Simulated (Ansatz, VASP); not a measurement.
GaN: VASP beside Ansatz

File INCAR:

```
ALGO     = Normal         # electronic algorithm
EDIFF    = 1E-6           # SCF threshold, eV
EDIFFG   = -0.005         # ionic threshold
ENCUT    = 600            # plane-wave cutoff, eV
IBRION   = 2              # ionic algorithm
ISIF     = 3              # what is computed and relaxed
ISMEAR   = 0              # smearing method
LASPH    = True           # aspherical terms in the spheres
LCHARG   = False          # write CHGCAR
LREAL    = False          # projectors in reciprocal space
LWAVE    = False          # write WAVECAR
NELM     = 80             # most SCF steps
NSW      = 100            # ionic steps
PREC     = Accurate       # precision mode
SIGMA    = 0.02           # smearing width, eV
```

Contents of KPOINTS:

```
k-points
0
Gamma
  12 12 6
```

File POSCAR:

```
GaN
1.0
    3.1889304000      0.0000000000      0.0000000000
   -1.5944652000      2.7616947400      0.0000000000
    0.0000000000      0.0000000000      5.1923572500
Ga N
2 2
Direct
    0.6666666700      0.3333333300      0.4990837100
    0.3333333300      0.6666666700      0.9990837100
    0.6666666700      0.3333333300      0.8759162900
    0.3333333300      0.6666666700      0.3759162900
```

Input for Ansatz:

```yaml
crystal:
  lattice:
    - [3.1889304, 0.0, 0.0]
    - [-1.5944652, 2.76169474, 0.0]
    - [0.0, 0.0, 5.19235725]
  atoms:
    - { symbol: Ga, position: [0.66666667, 0.33333333, 0.49908371] }
    - { symbol: Ga, position: [0.33333333, 0.66666667, 0.99908371] }
    - { symbol: "N", position: [0.66666667, 0.33333333, 0.87591629] }
    - { symbol: "N", position: [0.33333333, 0.66666667, 0.37591629] }
basis:
  ecutwfc: 420
kpoints:
  mp_grid: { grid: [12, 12, 6] }
hamiltonian:
  xc: lda
scf:
  occupations: { method: gaussian, width: 0.02 }
output:
  forces: true
  stress: true
  eigenvalues: true
relax:
  adjacent_minimum: "off"
  f_tol: 0.005
  max_steps: 80
  cell: { stress_tol: 0.05 }
```

Alike in both runs: task relaxation of cell and atoms; functional LDA; k mesh 12 × 12 × 6; occupations gaussian, width 0.02 eV; no spin polarisation.

|  | VASP | Ansatz |
| --- | --- | --- |
| version | VASP 6.6.1 | Ansatz 0.2.0 |
| potentials or method | VASP PAW LDA potentials, release 64 (Ga_d, N), cutoff 600 eV | scalar-relativistic, plane waves, PAW |
| valence electrons in the cell | 36 | 36 |

Ansatz gave:

| Item | Value |
| --- | --- |
| gap on the k mesh at the Fermi level, each at its own relaxed structure (eV) | 2.13 |
| relaxed volume (Å³/atom) | 11.05 |
| relaxed cell length with the largest relative difference (Å) | 3.152 |

Task: Estimate VASP's values.

Result: gap on the k mesh at the Fermi level, each at its own relaxed structure (eV): 2.11; relaxed volume (Å³/atom): 11.11; relaxed cell length with the largest relative difference (Å): 3.158.

LDA's correlation is that of Perdew and Zunger in VASP and of Perdew and Wang (1992) in Ansatz.
